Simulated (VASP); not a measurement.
# Ir (P6_3/mmc) in VASP: further runs

Runs on Ir. Level: LDA. Tasks: single point.

Everything below comes from runs of VASP 6.6.1. Logs are shortened: lines on timing, memory, paths and dates and some standing lists are left out, and cuts for length are marked.

## Step 1: The cell of the first run

It takes space group P6_3/mmc (No. 194, hexagonal). Conventional cell: a = 2.831 Å, b = 2.831 Å, c = 4.386 Å, α = 90.00°, β = 90.00°, γ = 120.00°. Ir (site symmetry -6m2) has 12 Ir at 2.74 to 2.83 Å within 3.6 Å.

This isn't the form of Ir at room conditions, which is fcc.

## Step 2: Single point, LDA

Contents of INCAR:

```
PREC = Accurate
ENCUT = 520
EDIFF = 1E-6
ISMEAR = 0
SIGMA = 0.15
LREAL = F
LASPH = T
NELM = 80
ALGO = Normal
ISIF = 2
LWAVE = F
LCHARG = T
GGA = CA
LELF = T
LVHAR = T
NBANDS = 16
```

Contents of KPOINTS:

```
Automatic mesh
0
Gamma
  18 18 10
```

Contents of POSCAR:

```
Ir
1.0
    2.8315000000      0.0000000000      0.0000000000
   -1.4157500000      2.4521509308      0.0000000000
    0.0000000000      0.0000000000      4.3862377060
Ir
2
Direct
    0.6666666667      0.3333333333      0.7500000000
    0.3333333333      0.6666666667      0.2500000000
```

Potentials or basis: VASP PAW LDA potentials, release 64 (Ir).

Command:

```console
> cat potpaw_LDA.64/Ir/POTCAR > POTCAR
> mpirun -np 1 vasp_std > vasp.out
```

OUTCAR:

```text
PREC = Accurate
   ENCUT = 520
   EDIFF = 1E-6
   ISMEAR = 0
   LREAL = F
   LASPH = T
   NELM = 80
   ISIF = 2
   GGA = CA

 ion  position               nearest neighbor table
   1  0.667  0.333  0.750-   2 2.74   2 2.74   2 2.74   2 2.74   2 2.74   2 2.74
   2  0.333  0.667  0.250-   1 2.74   1 2.74   1 2.74   1 2.74   1 2.74   1 2.74

  LATTYP: Found a hexagonal cell.
 ALAT       =     2.8315000000
 C/A-ratio  =     1.5490862462

  Lattice vectors:

 A1 = (   2.8315000000,   0.0000000000,   0.0000000000)
 A2 = (  -1.4157500000,   2.4521509308,   0.0000000000)
 A3 = (   0.0000000000,   0.0000000000,   4.3862377060)

Analysis of symmetry for initial positions (statically):
=====================================================================
 Subroutine PRICEL returns:
 Original cell was already a primitive cell.

 Routine SETGRP: Setting up the symmetry group for a
 hexagonal supercell.

 Subroutine GETGRP returns: Found 24 space group operations
 (whereof 12 operations were pure point group operations)
 out of a pool of 24 trial point group operations.

The static configuration has the point symmetry D_3d.
 The point group associated with its full space group is D_6h.

Analysis of symmetry for dynamics (positions and initial velocities):
=====================================================================
 Subroutine PRICEL returns:
 Original cell was already a primitive cell.

 Routine SETGRP: Setting up the symmetry group for a
 hexagonal supercell.

 Subroutine GETGRP returns: Found 24 space group operations
 (whereof 12 operations were pure point group operations)
 out of a pool of 24 trial point group operations.

The dynamic configuration has the point symmetry D_3d.
 The point group associated with its full space group is D_6h.

 Subroutine INISYM returns: Found 24 space group operations
 (whereof 12 operations are pure point group operations),
 and found     1 'primitive' translations

----------------------------------------------------------------------------------------

                                     Primitive cell

  volume of cell :      30.4548

  direct lattice vectors                    reciprocal lattice vectors
     2.831500000  0.000000000  0.000000000     0.353169698  0.203902620  0.000000000
[... 76 lines left out ...]
 SYSTEM =  unknown system
   PREC   = accura    normal or accurate (medium, high low for compatibility)
   ISTART =      0    job   : 0-new  1-cont  2-samecut
   ICHARG =      2    charge: 1-file 2-atom 10-const
   ISPIN  =      1    spin polarized calculation?
   LNONCOLLINEAR =      F non collinear calculations
   LSORBIT =      F    spin-orbit coupling
   LASPH  =      T    aspherical Exc in radial PAW
   ENCUT  =  520.0 eV  38.22 Ry    6.18 a.u.   5.26  5.26  8.16*2*pi/ulx,y,z
   NELM   =     80;   NELMIN=  2; NELMDL= -5     # of ELM steps
   EDIFF  = 0.1E-05   stopping-criterion for ELM
   LREAL  =      F    real-space projection
   EDIFFG = 0.1E-04   stopping-criterion for IOM
   NSW    =      0    number of steps for IOM
   IBRION =     -1    ionic relax: 0-MD 1-quasi-New 2-CG
   NFREE  =      0    steps in history (QN), initial steepest desc. (CG)
   ISIF   =      2    stress and relaxation
   ISYM   =      2    0-nonsym 1-usesym 2-fastsym
   POTIM  = 0.5000    time-step for ionic-motion
   TEBEG  =    0.0;   TEEND  =   0.0 temperature during run
   PSTRESS=    0.0 pullay stress
   NELECT =      18.0000    total number of electrons
   NUPDOWN=      -1.0000    fix difference up-down
   EMIN   =  10.00;   EMAX   =-10.00  energy-range for DOS
   EFERMI =   0.00;   METHOD = LEGACY
   ISMEAR =     0;   SIGMA  =   0.15  broadening in eV -4-tet -1-fermi 0-gaus
   EFERMI_NEDOS =   21; number of points for ismear=-14 and -15
   IALGO  =     38    algorithm
   IMIX   =      4    mixing-type and parameters
     AMIX     =   0.40;   BMIX     =  1.00
     AMIX_MAG =   1.60;   BMIX_MAG =  1.00
  volume/ion in A,a.u.               =      15.23       102.76
  Fermi-wavevector in a.u.,A,eV,Ry     =   1.373874  2.596246 25.681416  1.887531
  Thomas-Fermi vector in A             =   2.499352
   LORBIT       =      0    0 simple, 1 ext, 2 COOP (PROOUT), +10 PAW based schemes
   GGA     = CA    functional components
   LHFCALC =     F    Hartree Fock is set to
   AEXX    =    0.0000 exact exchange contribution
   IVDW    =     0    specifies the selected vdW correction
   LEPSILON=     F    determine dielectric tensor
   LRPA    =     F    only Hartree local field effects (RPA)
 non-spin polarized calculation
 Gauss-broadening in eV      SIGMA  =   0.15
  energy-cutoff  :      520.00
  volume of cell :       30.45
 maximum number of plane-waves:       832
 NGX is ok and might be reduce to    24

 number of electron      18.0000000 magnetization

 Free energy of the ion-electron system (eV)
  ---------------------------------------------------
  ext. energy  EPLUGINS =         0.00000000
  ---------------------------------------------------
  free energy    TOTEN  =       -20.24919024 eV

  energy without entropy =      -20.21642900  energy(sigma->0) =      -20.23280962

 E-fermi :   9.2042     XC(G=0): -13.7140

 val. band max:        9.2041336103   @ k =   0.2778   0.0556   0.4000
 cond. band min:       9.2062284924   @ k =   0.3333   0.1667   0.2000
 fundamental gap:      0.0020948822
 Fermi energy:         9.2041746136

 k-point     1 :       0.0000    0.0000    0.0000
  band No.  band energies     occupation
      1      -1.2759      2.00000
      2       1.8136      2.00000
      3       5.6921      2.00000
      4       5.6921      2.00000
      5       6.0311      2.00000
      6       6.3766      2.00000
[... 433 lines left out ...]
      3       3.0515      2.00000
      4       5.1274      2.00000
      5       5.3600      2.00000
      6       6.1213      2.00000
[... 8 lines left out ...]
     15      19.5832      0.00000
     16      21.7712      0.00000

 [... further k-points ...]
[... 5 lines left out ...]
  --------------------------------------------------------------------------------------
  -------------------------------------------------------------------------------------
  Total       -5.7318435     -5.7318435     -3.5287845     -0.0000000     -0.0000000      0.0000000
  in kB     -301.5428100   -301.5428100   -185.6435171     -0.0000000     -0.0000000      0.0000000
  external PRESSURE =    -262.9097123 kB  Pullay stress =       0.0000000 kB

 VOLUME and BASIS-vectors are now :
 -----------------------------------------------------------------------------
  energy-cutoff  :      520.00
  volume of cell :       30.45
      direct lattice vectors                 reciprocal lattice vectors
     2.831500000  0.000000000  0.000000000     0.353169698  0.203902620  0.000000000
    -1.415750000  2.452150931  0.000000000     0.000000000  0.407805240  0.000000000
     0.000000000  0.000000000  4.386237706     0.000000000  0.000000000  0.227985820

 POSITION                                       TOTAL-FORCE (eV/Angst)
 -----------------------------------------------------------------------------------
      1.41575      0.81738      3.28968        -0.000000      0.000000      0.000000
     -0.00000      1.63477      1.09656         0.000000      0.000000      0.000000
 -----------------------------------------------------------------------------------
    total drift:                               -0.000000      0.000000     -0.000000

  FREE ENERGIE OF THE ION-ELECTRON SYSTEM (eV)
  ---------------------------------------------------
  free  energy   TOTEN  =       -20.2491902388 eV

  energy  without entropy=      -20.2164290037  energy(sigma->0) =      -20.23280962
```

Wall time 61 s (1 thread of AMD EPYC 9R45 (Zen 5), shared host); peak memory 0.18 GiB.

Results:

| Item | Value |
| --- | --- |
| Free energy | -20.2492 eV |
| Pressure | -26.3 GPa |
| Band gap on the k mesh | zero (bands 9 and 10 overlap by 2.91 eV) |

Caveat: the cell stands under tension; spin-orbit coupling is left out, which moves the levels of the heavy elements.

## Step 3: Single point, LDA

This run uses another cell than the first one, of the same volume but with other edges.

Contents of INCAR:

```
ALGO     = Normal         # electronic algorithm
EDIFF    = 1E-6           # SCF threshold, eV
ENCUT    = 520            # plane-wave cutoff, eV
ISIF     = 2              # what is computed and relaxed
ISMEAR   = 0              # smearing method
LASPH    = True           # aspherical terms in the spheres
LCHARG   = False          # write CHGCAR
LREAL    = False          # projectors in reciprocal space
LWAVE    = False          # write WAVECAR
NBANDS   = 16             # bands
NELM     = 80             # most SCF steps
PREC     = Accurate       # precision mode
SIGMA    = 0.15           # smearing width, eV
```

Contents of KPOINTS:

```
k-points
0
Gamma
  18 18 10
```

Contents of POSCAR:

```
Ir
1.0
    2.7593000000      0.0000000000      0.0000000000
   -1.3796500000      2.3896238966      0.0000000000
    0.0000000000      0.0000000000      4.6202000000
Ir
2
Direct
    0.6666666667      0.3333333333      0.7500000000
    0.3333333333      0.6666666667      0.2500000000
```

Potentials or basis: VASP PAW LDA potentials, release 64 (Ir).

Command:

```console
> cat potpaw_LDA.64/Ir/POTCAR > POTCAR
> mpirun -np 1 vasp_std > vasp.out
```

It took 56 s on 1 thread of AMD EPYC 9R45 (Zen 5), shared host; peak memory 0.18 GiB.

The run converged. Its results:

- Free energy: -20.2600 eV
- Pressure: -27.1 GPa
- Band gap on the k mesh: zero (bands 9 and 10 overlap by 3.12 eV)

Stress tensor (GPa, compression positive):
```
-24.12   0.00   0.00
  0.00 -24.12   0.00
  0.00   0.00 -33.13
```

Levels at points of the mesh, in eV from the Fermi level:
| k point | band 6 | band 7 | band 8 | band 9 | band 10 | band 11 | band 12 | band 13 |
| --- | --- | --- | --- | --- | --- | --- | --- | --- |
| (0.00, 0.00, 0.00) | -2.89 | -2.89 | -1.85 | -1.85 | -0.82 | 0.30 | 0.30 | 6.02 |
| (0.50, 0.00, 0.00) | -2.94 | -2.82 | 0.76 | 0.85 | 1.15 | 2.81 | 4.23 | 7.77 |
| (0.00, 0.00, 0.50) | -3.45 | -3.45 | -3.45 | -0.39 | -0.39 | -0.39 | -0.39 | 13.09 |
| (0.50, 0.00, 0.50) | -1.74 | -0.75 | -0.75 | 1.02 | 1.02 | 1.96 | 1.96 | 7.18 |

Caveat: the cell stands under tension; spin-orbit coupling is left out, which moves the levels of the heavy elements.

## Step 4: Single point, LDA

This run uses another cell than the first one, of 12.53 Å³/atom.

Contents of INCAR:

```
SYSTEM = Ir
PREC     = Accurate       ! precision mode
ENCUT    = 520            ! plane-wave cutoff, eV
EDIFF    = 1E-6           ! SCF threshold, eV
ISMEAR   = 0              ! smearing method
SIGMA    = 0.15           ! smearing width, eV
LREAL    = .False.        ! projectors in reciprocal space
LASPH    = .True.         ! aspherical terms in the spheres
NELM     = 100            ! most SCF steps
ALGO     = Fast           ! electronic algorithm
ISIF     = 2              ! what is computed and relaxed
LWAVE    = .False.        ! write WAVECAR
LCHARG   = .False.        ! write CHGCAR
NBANDS   = 16             ! bands
```

Contents of KPOINTS:

```
regular mesh
0
Gamma
  18 18 10
  0 0 0
```

Contents of POSCAR:

```
Ir
1.0
    2.6782000000      0.0000000000      0.0000000000
   -1.3391000000      2.3193892364      0.0000000000
    0.0000000000      0.0000000000      4.0353000000
Ir
2
Direct
    0.6666666667      0.3333333333      0.7500000000
    0.3333333333      0.6666666667      0.2500000000
```

Command:

```console
> cat potpaw_LDA.64/Ir/POTCAR > POTCAR
> mpirun -np 1 vasp_std > vasp.out
```

It took 76 s on 1 thread of Intel Xeon Platinum 8488C (Sapphire Rapids), shared host; peak memory 0.18 GiB.

The run converged. Its results:

```
Free energy            : -19.8467 eV
Pressure               : 61.7 GPa
Band gap on the k mesh : zero (bands 9 and 10 overlap by 3.85 eV)
```

Stress tensor (GPa, compression positive):
```
46.98  0.00  0.00
 0.00 46.98  0.00
 0.00  0.00 91.26
```

Levels at points of the mesh, in eV from the Fermi level:
```tsv
k point	band 5	band 6	band 7	band 8	band 9	band 10	band 11	band 12	band 13	band 14
(0.00, 0.00, 0.00)	-3.99	-3.82	-3.82	-3.73	-3.73	-0.24	0.20	0.20	9.26	13.54
(0.50, 0.00, 0.00)	-4.42	-3.83	-3.12	0.22	0.98	1.59	3.17	4.66	9.22	11.04
(0.00, 0.00, 0.50)	-5.25	-5.25	-4.96	-4.96	-0.55	-0.55	-0.55	-0.55	13.22	13.22
(0.50, 0.00, 0.50)	-3.08	-3.08	-1.35	-1.35	0.69	0.69	2.15	2.15	8.63	8.63
```

Caveat: the cell stands under pressure; spin-orbit coupling is left out, which moves the levels of the heavy elements.

## Step 5: Single point, LDA

This run uses another cell than the first one, of 12.60 Å³/atom.

INCAR is that of step 4.

KPOINTS is that of step 4.

Contents of POSCAR:

```
Ir
1.0
    2.6421000000      0.0000000000      0.0000000000
   -1.3210500000      2.2881257193      0.0000000000
    0.0000000000      0.0000000000      4.1669000000
Ir
2
Direct
    0.6666666667      0.3333333333      0.7500000000
    0.3333333333      0.6666666667      0.2500000000
```

Potentials or basis: VASP PAW LDA potentials, release 64 (Ir).

Command:

```console
> cat potpaw_LDA.64/Ir/POTCAR > POTCAR
> mpirun -np 1 vasp_std > vasp.out
```

OUTCAR:

```text
SYSTEM = Ir
   PREC = Accurate
   ENCUT = 520
   EDIFF = 1E-6
   ISMEAR = 0
   LREAL = .False.
   LASPH = .True.
   NELM = 100
   ISIF = 2

 ion  position               nearest neighbor table
   1  0.667  0.333  0.750-   2 2.58   2 2.58   2 2.58   2 2.58   2 2.58   2 2.58
   2  0.333  0.667  0.250-   1 2.58   1 2.58   1 2.58   1 2.58   1 2.58   1 2.58

  LATTYP: Found a hexagonal cell.
 ALAT       =     2.6421000000
 C/A-ratio  =     1.5771166875

  Lattice vectors:

 A1 = (   2.6421000000,   0.0000000000,   0.0000000000)
 A2 = (  -1.3210500000,   2.2881257193,   0.0000000000)
 A3 = (   0.0000000000,   0.0000000000,   4.1669000000)

Analysis of symmetry for initial positions (statically):
[... 638 lines left out ...]
     16      27.0120      0.00000

 [... further k-points ...]
[... 5 lines left out ...]
  --------------------------------------------------------------------------------------
  -------------------------------------------------------------------------------------
  Total        7.6939711      7.6939711     10.7748424     -0.0000000      0.0000000      0.0000000
  in kB      489.3492428    489.3492428    685.2977383     -0.0000000      0.0000000      0.0000000
  external PRESSURE =     554.6654080 kB  Pullay stress =       0.0000000 kB

 VOLUME and BASIS-vectors are now :
 -----------------------------------------------------------------------------
  energy-cutoff  :      520.00
  volume of cell :       25.19
      direct lattice vectors                 reciprocal lattice vectors
     2.642100000  0.000000000  0.000000000     0.378486810  0.218519461  0.000000000
    -1.321050000  2.288125719  0.000000000     0.000000000  0.437038923  0.000000000
     0.000000000  0.000000000  4.166900000     0.000000000  0.000000000  0.239986561

 POSITION                                       TOTAL-FORCE (eV/Angst)
 -----------------------------------------------------------------------------------
      1.32105      0.76271      3.12518        -0.000000      0.000000      0.000000
     -0.00000      1.52542      1.04173         0.000000      0.000000      0.000000
 -----------------------------------------------------------------------------------
    total drift:                               -0.000000      0.000000     -0.000000

  FREE ENERGIE OF THE ION-ELECTRON SYSTEM (eV)
  ---------------------------------------------------
  free  energy   TOTEN  =       -20.0495345063 eV

  energy  without entropy=      -20.0290760075  energy(sigma->0) =      -20.03930526
```

OSZICAR:

```text
N       E                     dE             d eps       ncg     rms          rms(c)
DAV:   1     0.150572655001E+03    0.15057E+03   -0.85414E+03  7112   0.116E+03
DAV:   2    -0.173421103954E+02   -0.16791E+03   -0.15167E+03  7112   0.322E+02
DAV:   3    -0.210840906961E+02   -0.37420E+01   -0.37020E+01  9480   0.590E+01
DAV:   4    -0.211286170413E+02   -0.44526E-01   -0.44513E-01  8408   0.524E+00
DAV:   5    -0.211299038251E+02   -0.12868E-02   -0.12868E-02  9928   0.933E-01    0.315E+01
RMM:   6    -0.202781623108E+02    0.85174E+00   -0.67845E-01  7202   0.938E+00    0.138E+01
RMM:   7    -0.200573050963E+02    0.22086E+00   -0.46870E-01  7513   0.562E+00    0.198E+00
RMM:   8    -0.200552097631E+02    0.20953E-02   -0.70810E-02  8360   0.304E+00    0.165E+00
RMM:   9    -0.200549699518E+02    0.23981E-03   -0.15852E-02  8649   0.946E-01    0.644E-01
RMM:  10    -0.200494718727E+02    0.54981E-02   -0.15353E-02  7510   0.172E+00    0.528E-01
RMM:  11    -0.200495966980E+02   -0.12483E-03   -0.12272E-03  8140   0.364E-01    0.383E-01
RMM:  12    -0.200496235228E+02   -0.26825E-04   -0.36974E-04  8657   0.127E-01    0.326E-01
RMM:  13    -0.200495984645E+02    0.25058E-04   -0.50967E-05  8761   0.467E-02    0.310E-01
RMM:  14    -0.200495961422E+02    0.23223E-05   -0.43728E-06  7116   0.181E-02    0.287E-01
RMM:  15    -0.200495629071E+02    0.33235E-04   -0.20445E-05  8828   0.536E-02    0.177E-01
RMM:  16    -0.200495470678E+02    0.15839E-04   -0.12541E-05  8466   0.359E-02    0.935E-02
RMM:  17    -0.200495348598E+02    0.12208E-04   -0.29521E-05 10224   0.521E-02    0.210E-02
RMM:  18    -0.200495345063E+02    0.35349E-06   -0.31743E-06  6568   0.182E-02
   1 F= -.20049535E+02 E0= -.20039305E+02  d E =-.204585E-01
```

stdout:

```text
POSCAR found type information on POSCAR Ir
 POSCAR found :  1 types and       2 ions
 scaLAPACK will be used
 LDA part: xc-table for (Slater(with rela. corr.)+CA(PZ))
 , standard interpolation
 POSCAR, INCAR and KPOINTS ok, starting setup
 FFT: planning ... GRIDC
 FFT: planning ... GRID_SOFT
 FFT: planning ... GRID
 WAVECAR not read
 entering main loop
```

Wall time 84 s (1 thread of Intel Xeon Platinum 8488C (Sapphire Rapids), shared host); peak memory 0.19 GiB.

Results:

- Free energy: -20.0495 eV
- Pressure: 55.5 GPa
- Band gap on the k mesh: zero (bands 9 and 10 overlap by 4.11 eV)

Stress tensor (GPa, compression positive):
```
48.93  0.00  0.00
 0.00 48.93  0.00
 0.00  0.00 68.53
```

Levels at points of the mesh, in eV from the Fermi level:
```csv
k point,band 7,band 8,band 9,band 10,band 11,band 12
"(0.00, 0.00, 0.00)",-3.84,-3.21,-3.21,-0.78,0.25,0.25
"(0.50, 0.00, 0.00)",-3.42,0.63,1.23,1.35,3.37,4.94
"(0.00, 0.00, 0.50)",-4.95,-4.95,-0.58,-0.58,-0.58,-0.58
"(0.50, 0.00, 0.50)",-1.28,-1.28,0.99,0.99,2.25,2.25
```

Caveat: the cell stands under pressure; spin-orbit coupling is left out, which moves the levels of the heavy elements.

## Step 6: Overview

```csv
cell,gap on the mesh (eV),pressure (GPa)
"a = 2.832, b = 2.831, c = 4.386 Å, angles 90.0, 90.0, 120.0°, 2 atoms",none,-26.3
"a = 2.759, b = 2.759, c = 4.620 Å, angles 90.0, 90.0, 120.0°, 2 atoms",none,-27.1
"a = 2.678, b = 2.678, c = 4.035 Å, angles 90.0, 90.0, 120.0°, 2 atoms",none,61.7
"a = 2.642, b = 2.642, c = 4.167 Å, angles 90.0, 90.0, 120.0°, 2 atoms",none,55.5
```

Alike in all rows: task single point; level LDA; potentials or basis VASP PAW LDA potentials, release 64 (Ir); no spin polarisation; k mesh 18 × 18 × 10; cutoff (eV) 520; smearing gaussian 0.15 eV.

Caveats: spin-orbit coupling is left out, which moves the levels of the heavy elements; the cell stands under tension (at least some runs); the cell stands under pressure (at least some runs).

Absolute energies hang on the potentials; compare differences alone.
